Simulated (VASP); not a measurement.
# BAs (F-43m) in VASP: notebook

Runs on BAs. Level: r2SCAN. Tasks: single point.

Program: VASP 6.6.1. These are calculated values, not measurements. Logs are shortened: lines on timing, memory, paths and dates and some standing lists are left out, and cuts for length are marked.

### Step 1. The cell of the first run

It takes space group F-43m (No. 216, cubic). The conventional cell has a = 4.401 Å, b = 4.401 Å, c = 4.401 Å, α = 90.00°, β = 90.00°, γ = 90.00°. Within 2.5 Å of B (site symmetry -43m) lie 4 As at 1.91 Å. Within 2.5 Å of As (site symmetry -43m) lie 4 B at 1.91 Å.

### Step 2. Single point, r2SCAN (strain -0.080 along x and y, -0.080 along z)

POSCAR

```
BAs
1.0
    0.0000000000      2.2005638205      2.2005638205
    2.2005638205      0.0000000000      2.2005638205
    2.2005638205      2.2005638205      0.0000000000
B As
1 1
Direct
    0.0000000000      0.0000000000      0.0000000000
    0.7500000000      0.7500000000      0.7500000000
```

INCAR.step1

```
ALGO = Normal
EDIFF = 1E-4
ENCUT = 520
GGA = PE
ISMEAR = 0
LASPH = True
LCHARG = False
LREAL = False
LWAVE = True
NBANDS = 11
NELM = 80
PREC = Accurate
SIGMA = 0.05
```

INCAR.step2

```
ALGO = Normal
EDIFF = 1E-7
ENCUT = 520
ISIF = 2
ISMEAR = 0
ISTART = 1
LASPH = True
LCHARG = True
LELF = True
LMIXTAU = True
LREAL = False
LVHAR = True
LWAVE = False
METAGGA = R2SCAN
NBANDS = 11
NELM = 80
PREC = Accurate
SIGMA = 0.05
```

KPOINTS

```
k-points
0
Gamma
  10 10 10
```

Potentials or basis: VASP PAW PBE potentials, release 64 (B, As).

Run with:

```console
cat potpaw_PBE.64/B/POTCAR potpaw_PBE.64/As/POTCAR > POTCAR
cp INCAR.step1 INCAR
mpirun -np 1 vasp_std > vasp.out
cp INCAR.step2 INCAR
mpirun -np 1 vasp_std > vasp.out
```

OUTCAR:

```text
EDIFF = 1E-7
   ENCUT = 520
   ISIF = 2
   ISMEAR = 0
   ISTART = 1
   LASPH = True
   LREAL = False
   METAGGA = R2SCAN
   NELM = 80
   PREC = Accurate

 ion  position               nearest neighbor table
   1  0.000  0.000  0.000-   2 1.91   2 1.91   2 1.91   2 1.91
   2  0.750  0.750  0.750-   1 1.91   1 1.91   1 1.91   1 1.91

  LATTYP: Found a face centered cubic cell.
 ALAT       =     4.4011276410

  Lattice vectors:

 A1 = (   0.0000000000,   2.2005638205,   2.2005638205)
 A2 = (   2.2005638205,   0.0000000000,   2.2005638205)
 A3 = (   2.2005638205,   2.2005638205,   0.0000000000)

Analysis of symmetry for initial positions (statically):
=====================================================================
 Subroutine PRICEL returns:
 Original cell was already a primitive cell.

 Routine SETGRP: Setting up the symmetry group for a
 face centered cubic supercell.

 Subroutine GETGRP returns: Found 24 space group operations
 (whereof 24 operations were pure point group operations)
 out of a pool of 48 trial point group operations.

The static configuration has the point symmetry T_d .

Analysis of symmetry for dynamics (positions and initial velocities):
=====================================================================
 Subroutine PRICEL returns:
 Original cell was already a primitive cell.

 Routine SETGRP: Setting up the symmetry group for a
 face centered cubic supercell.

 Subroutine GETGRP returns: Found 24 space group operations
 (whereof 24 operations were pure point group operations)
 out of a pool of 48 trial point group operations.

The dynamic configuration has the point symmetry T_d .

 Subroutine INISYM returns: Found 24 space group operations
 (whereof 24 operations are pure point group operations),
 and found     1 'primitive' translations

----------------------------------------------------------------------------------------

                                     Primitive cell

  volume of cell :      21.3124

  direct lattice vectors                    reciprocal lattice vectors
     0.000000000  2.200563821  2.200563821    -0.227214496  0.227214496  0.227214496
     2.200563821  0.000000000  2.200563821     0.227214496 -0.227214496  0.227214496
     2.200563821  2.200563821  0.000000000     0.227214496  0.227214496 -0.227214496

  length of vectors
[... 88 lines left out ...]
   ISIF   =      2    stress and relaxation
   ISYM   =      2    0-nonsym 1-usesym 2-fastsym
   POTIM  = 0.5000    time-step for ionic-motion
   TEBEG  =    0.0;   TEEND  =   0.0 temperature during run
   PSTRESS=    0.0 pullay stress
   NELECT =       8.0000    total number of electrons
   NUPDOWN=      -1.0000    fix difference up-down
   EMIN   =  10.00;   EMAX   =-10.00  energy-range for DOS
   EFERMI =   0.00;   METHOD = LEGACY
   ISMEAR =     0;   SIGMA  =   0.05  broadening in eV -4-tet -1-fermi 0-gaus
   EFERMI_NEDOS =   21; number of points for ismear=-14 and -15
   IALGO  =     38    algorithm
   IMIX   =      4    mixing-type and parameters
     AMIX     =   0.40;   BMIX     =  1.00
     AMIX_MAG =   1.60;   BMIX_MAG =  1.00
  volume/ion in A,a.u.               =      10.66        71.91
  Fermi-wavevector in a.u.,A,eV,Ry     =   1.180939  2.231651 18.974921  1.394617
  Thomas-Fermi vector in A             =   2.317222
   LORBIT       =      0    0 simple, 1 ext, 2 COOP (PROOUT), +10 PAW based schemes
   METAGGA = R2SCAN    functional components
   LHFCALC =     F    Hartree Fock is set to
   AEXX    =    0.0000 exact exchange contribution
   IVDW    =     0    specifies the selected vdW correction
   LEPSILON=     F    determine dielectric tensor
   LRPA    =     F    only Hartree local field effects (RPA)
 non-spin polarized calculation
 Gauss-broadening in eV      SIGMA  =   0.05
  energy-cutoff  :      520.00
  volume of cell :       21.31
 maximum number of plane-waves:       589
   NGX = 11   NGY = 11   NGZ = 11

 number of electron       7.9999999 magnetization

 Free energy of the ion-electron system (eV)
  ---------------------------------------------------
  ext. energy  EPLUGINS =         0.00000000
  ---------------------------------------------------
  free energy    TOTEN  =       -21.33636316 eV

  energy without entropy =      -21.33636316  energy(sigma->0) =      -21.33636316

 E-fermi :   9.2749     XC(G=0): -12.2879

 val. band max:        9.0705285153   @ k =   0.0000   0.0000   0.0000
 cond. band min:      10.1492508071   @ k =   0.4000   0.4000   0.0000
 fundamental gap:      1.0787222918
 Fermi energy:         9.2749277505

 k-point     1 :       0.0000    0.0000    0.0000
  band No.  band energies     occupation
      1      -9.6819      2.00000
      2       9.0705      2.00000
      3       9.0705      2.00000
      4       9.0705      2.00000
      5      12.8655      0.00000
      6      12.8655      0.00000
      7      12.8655      0.00000
      8      17.6110      0.00000
      9      21.0944      0.00000
     10      23.5689      0.00000
     11      23.5689      0.00000
[... 309 lines left out ...]
 k-point    24 :       0.4000    0.3000    0.0000
  band No.  band energies     occupation
      1      -6.1726      2.00000
      2       1.4863      2.00000
      3       3.7233      2.00000
      4       4.3612      2.00000
      5      10.8125      0.00000
      6      12.7611      0.00000
      7      20.4571      0.00000
      8      20.4885      0.00000
      9      24.4825      0.00000
     10      27.4191      0.00000
     11      29.4392      0.00000

 [... further k-points ...]

------------------------ aborting loop because EDIFF is reached ----------------------------------------

  FORCE on cell =-STRESS in cart. coord.  units (eV):
  Direction    XX          YY          ZZ          XY          YZ          ZX
  --------------------------------------------------------------------------------------
  -------------------------------------------------------------------------------------
  Total        7.9024184      7.9024184      7.9024184      0.0000000      0.0000000      0.0000000
  in kB      594.0714742    594.0714742    594.0714742      0.0000000      0.0000000      0.0000000
  external PRESSURE =     594.0714742 kB  Pullay stress =       0.0000000 kB

 VOLUME and BASIS-vectors are now :
 -----------------------------------------------------------------------------
  energy-cutoff  :      520.00
  volume of cell :       21.31
      direct lattice vectors                 reciprocal lattice vectors
     0.000000000  2.200563821  2.200563821    -0.227214496  0.227214496  0.227214496
     2.200563821  0.000000000  2.200563821     0.227214496 -0.227214496  0.227214496
     2.200563821  2.200563821  0.000000000     0.227214496  0.227214496 -0.227214496

 POSITION                                       TOTAL-FORCE (eV/Angst)
 -----------------------------------------------------------------------------------
      0.00000      0.00000      0.00000         0.000000      0.000000      0.000000
      3.30085      3.30085      3.30085        -0.000000     -0.000000     -0.000000
 -----------------------------------------------------------------------------------
    total drift:                                0.000000      0.000000      0.000000

  FREE ENERGIE OF THE ION-ELECTRON SYSTEM (eV)
  ---------------------------------------------------
  free  energy   TOTEN  =       -21.3363631608 eV

  energy  without entropy=      -21.3363631608  energy(sigma->0) =      -21.33636316
```

OSZICAR.step1:

```text
N       E                     dE             d eps       ncg     rms          rms(c)
DAV:   1     0.142389539415E+02    0.14239E+02   -0.40038E+03  1034   0.662E+02
DAV:   2    -0.109641477238E+02   -0.25203E+02   -0.24198E+02  1285   0.116E+02
DAV:   3    -0.116325750887E+02   -0.66843E+00   -0.66723E+00  1298   0.168E+01
DAV:   4    -0.116337388623E+02   -0.11638E-02   -0.11637E-02  1174   0.800E-01
DAV:   5    -0.116337400173E+02   -0.11550E-05   -0.11550E-05  1255   0.265E-02    0.696E+00
DAV:   6    -0.105481393013E+02    0.10856E+01   -0.23661E+00  1136   0.720E+00    0.341E+00
DAV:   7    -0.104036563866E+02    0.14448E+00   -0.46114E-01  1216   0.335E+00    0.122E+00
DAV:   8    -0.103936898025E+02    0.99666E-02   -0.24148E-02  1160   0.981E-01    0.126E-01
DAV:   9    -0.103940010937E+02   -0.31129E-03   -0.61073E-04  1228   0.165E-01    0.821E-02
DAV:  10    -0.103941269414E+02   -0.12585E-03   -0.16226E-04  1121   0.803E-02    0.166E-02
DAV:  11    -0.103941302858E+02   -0.33444E-05   -0.33279E-06   547   0.132E-02
   1 F= -.10394130E+02 E0= -.10394130E+02  d E =-.463605E-14
```

It took 30 s on 1 thread of AMD EPYC 9R45 (Zen 5), shared host; peak memory 0.12 GiB.

Results:

```
Free energy            : -21.3364 eV
Pressure               : 59.4 GPa
Band gap on the k mesh : 1.08 eV (least direct gap 3.79 eV)
```

Caveat: the cell differs from its parent crystal (strain -0.080 along x and y, -0.080 along z); the cell stands under pressure; the PAW data sets were made with another functional, which shifts forces and pressure a little. A k mesh can miss the band edges.

### Step 3. Single point, r2SCAN (strain -0.040 along x and y, -0.040 along z)

POSCAR

```
BAs
1.0
    0.0000000000      2.2962405084      2.2962405084
    2.2962405084      0.0000000000      2.2962405084
    2.2962405084      2.2962405084      0.0000000000
B As
1 1
Direct
    0.0000000000      0.0000000000      0.0000000000
    0.7500000000      0.7500000000      0.7500000000
```

INCAR.step1

```
ALGO = Normal ; EDIFF = 1E-4
ENCUT = 520 ; GGA = PE
ISMEAR = 0 ; LASPH = T
LCHARG = F ; LREAL = F
LWAVE = T ; NBANDS = 11
NELM = 80 ; PREC = Accurate
SIGMA = 0.05
```

INCAR.step2

```
ALGO = Normal ; EDIFF = 1E-6
ENCUT = 520 ; ISIF = 2
ISMEAR = 0 ; ISTART = 1
LASPH = T ; LCHARG = T
LELF = T ; LMIXTAU = T
LREAL = F ; LVHAR = T
LWAVE = F ; METAGGA = R2SCAN
NBANDS = 11 ; NELM = 80
PREC = Accurate ; SIGMA = 0.05
```

KPOINTS is that of step 2.

Potentials or basis: VASP PAW PBE potentials, release 64 (B, As).

Run with:

```console
cat potpaw_PBE.64/B/POTCAR potpaw_PBE.64/As/POTCAR > POTCAR
cp INCAR.step1 INCAR
mpirun -np 1 vasp_std > vasp.out
cp INCAR.step2 INCAR
mpirun -np 1 vasp_std > vasp.out
```

OUTCAR:

```text
EDIFF = 1E-6
   ENCUT = 520
   ISIF = 2
   ISMEAR = 0
   ISTART = 1
   LASPH = T
   LREAL = F
   METAGGA = R2SCAN
   NELM = 80
   PREC = Accurate

 ion  position               nearest neighbor table
   1  0.000  0.000  0.000-   2 1.99   2 1.99   2 1.99   2 1.99
   2  0.750  0.750  0.750-   1 1.99   1 1.99   1 1.99   1 1.99

  LATTYP: Found a face centered cubic cell.
 ALAT       =     4.5924810168

  Lattice vectors:

 A1 = (   0.0000000000,   2.2962405084,   2.2962405084)
 A2 = (   2.2962405084,   0.0000000000,   2.2962405084)
 A3 = (   2.2962405084,   2.2962405084,   0.0000000000)

Analysis of symmetry for initial positions (statically):
=====================================================================
 Subroutine PRICEL returns:
 Original cell was already a primitive cell.

 Routine SETGRP: Setting up the symmetry group for a
 face centered cubic supercell.

 Subroutine GETGRP returns: Found 24 space group operations
 (whereof 24 operations were pure point group operations)
 out of a pool of 48 trial point group operations.

The static configuration has the point symmetry T_d .

Analysis of symmetry for dynamics (positions and initial velocities):
=====================================================================
 Subroutine PRICEL returns:
 Original cell was already a primitive cell.

 Routine SETGRP: Setting up the symmetry group for a
 face centered cubic supercell.

 Subroutine GETGRP returns: Found 24 space group operations
 (whereof 24 operations were pure point group operations)
 out of a pool of 48 trial point group operations.

The dynamic configuration has the point symmetry T_d .

 Subroutine INISYM returns: Found 24 space group operations
 (whereof 24 operations are pure point group operations),
 and found     1 'primitive' translations

----------------------------------------------------------------------------------------

[... 118 lines left out ...]
   LHFCALC =     F    Hartree Fock is set to
   AEXX    =    0.0000 exact exchange contribution
   IVDW    =     0    specifies the selected vdW correction
   LEPSILON=     F    determine dielectric tensor
   LRPA    =     F    only Hartree local field effects (RPA)
 non-spin polarized calculation
 Gauss-broadening in eV      SIGMA  =   0.05
  energy-cutoff  :      520.00
  volume of cell :       24.21
 maximum number of plane-waves:       666
   NGX = 13   NGY = 13   NGZ = 13

 number of electron       7.9999999 magnetization

 Free energy of the ion-electron system (eV)
  ---------------------------------------------------
  ext. energy  EPLUGINS =         0.00000000
  ---------------------------------------------------
  free energy    TOTEN  =       -22.05044203 eV

  energy without entropy =      -22.05044203  energy(sigma->0) =      -22.05044203

 E-fermi :   7.6847     XC(G=0): -11.6782

 val. band max:        7.4132242609   @ k =   0.0000   0.0000   0.0000
 cond. band min:       8.6482713123   @ k =   0.4000   0.4000   0.0000
 fundamental gap:      1.2350470514
 Fermi energy:         7.6846714942

 k-point     1 :       0.0000    0.0000    0.0000
  band No.  band energies     occupation
      1      -9.9284      2.00000
      2       7.4132      2.00000
      3       7.4132      2.00000
      4       7.4132      2.00000
      5      11.0051      0.00000
      6      11.0051      0.00000
      7      11.0051      0.00000
      8      14.1887      0.00000
      9      18.4928      0.00000
     10      21.3363      0.00000
     11      21.3363      0.00000
[... 309 lines left out ...]
 k-point    24 :       0.4000    0.3000    0.0000
  band No.  band energies     occupation
      1      -6.8019      2.00000
      2       0.2350      2.00000
      3       2.6915      2.00000
      4       3.2557      2.00000
      5       9.2455      0.00000
      6      11.1389      0.00000
      7      17.7463      0.00000
      8      17.8720      0.00000
      9      21.5153      0.00000
     10      24.8065      0.00000
     11      25.8673      0.00000

 [... further k-points ...]

------------------------ aborting loop because EDIFF is reached ----------------------------------------

  FORCE on cell =-STRESS in cart. coord.  units (eV):
  Direction    XX          YY          ZZ          XY          YZ          ZX
  --------------------------------------------------------------------------------------
  -------------------------------------------------------------------------------------
  Total        3.4350103      3.4350103      3.4350103     -0.0000000     -0.0000000      0.0000000
  in kB      227.2775328    227.2775328    227.2775328     -0.0000000     -0.0000000      0.0000000
  external PRESSURE =     227.2775328 kB  Pullay stress =       0.0000000 kB

 VOLUME and BASIS-vectors are now :
 -----------------------------------------------------------------------------
  energy-cutoff  :      520.00
  volume of cell :       24.21
      direct lattice vectors                 reciprocal lattice vectors
     0.000000000  2.296240508  2.296240508    -0.217747226  0.217747226  0.217747226
     2.296240508  0.000000000  2.296240508     0.217747226 -0.217747226  0.217747226
     2.296240508  2.296240508  0.000000000     0.217747226  0.217747226 -0.217747226

 POSITION                                       TOTAL-FORCE (eV/Angst)
 -----------------------------------------------------------------------------------
      0.00000      0.00000      0.00000         0.000000      0.000000      0.000000
      3.44436      3.44436      3.44436        -0.000000     -0.000000     -0.000000
 -----------------------------------------------------------------------------------
    total drift:                               -0.000000     -0.000000     -0.000000

  FREE ENERGIE OF THE ION-ELECTRON SYSTEM (eV)
  ---------------------------------------------------
  free  energy   TOTEN  =       -22.0504420277 eV

  energy  without entropy=      -22.0504420277  energy(sigma->0) =      -22.05044203
```

OSZICAR.step1:

```text
N       E                     dE             d eps       ncg     rms          rms(c)
DAV:   1     0.136862454142E+02    0.13686E+02   -0.38716E+03  1034   0.650E+02
DAV:   2    -0.113554086272E+02   -0.25042E+02   -0.23780E+02  1374   0.112E+02
DAV:   3    -0.120482875205E+02   -0.69288E+00   -0.69115E+00  1283   0.168E+01
DAV:   4    -0.120498418137E+02   -0.15543E-02   -0.15542E-02  1153   0.907E-01
DAV:   5    -0.120498437632E+02   -0.19495E-05   -0.19495E-05  1222   0.344E-02    0.583E+00
DAV:   6    -0.112546197675E+02    0.79522E+00   -0.19479E+00  1130   0.608E+00    0.283E+00
DAV:   7    -0.111609118881E+02    0.93708E-01   -0.30388E-01  1213   0.268E+00    0.109E+00
DAV:   8    -0.111525026467E+02    0.84092E-02   -0.22779E-02  1166   0.893E-01    0.111E-01
DAV:   9    -0.111528033726E+02   -0.30073E-03   -0.70435E-04  1204   0.165E-01    0.722E-02
DAV:  10    -0.111529478974E+02   -0.14452E-03   -0.17831E-04  1108   0.830E-02    0.138E-02
DAV:  11    -0.111529529391E+02   -0.50416E-05   -0.46452E-06   550   0.149E-02
   1 F= -.11152953E+02 E0= -.11152953E+02  d E =-.341988E-16
```

It took 31 s on 1 thread of AMD EPYC 9R45 (Zen 5), shared host; peak memory 0.12 GiB.

Results:

```
Free energy            : -22.0504 eV
Pressure               : 22.7 GPa
Band gap on the k mesh : 1.24 eV (least direct gap 3.59 eV)
```

Caveat: the cell differs from its parent crystal (strain -0.040 along x and y, -0.040 along z); the cell stands under pressure; the PAW data sets were made with another functional, which shifts forces and pressure a little. A k mesh can miss the band edges.

(Continued in part 2 of 2.)
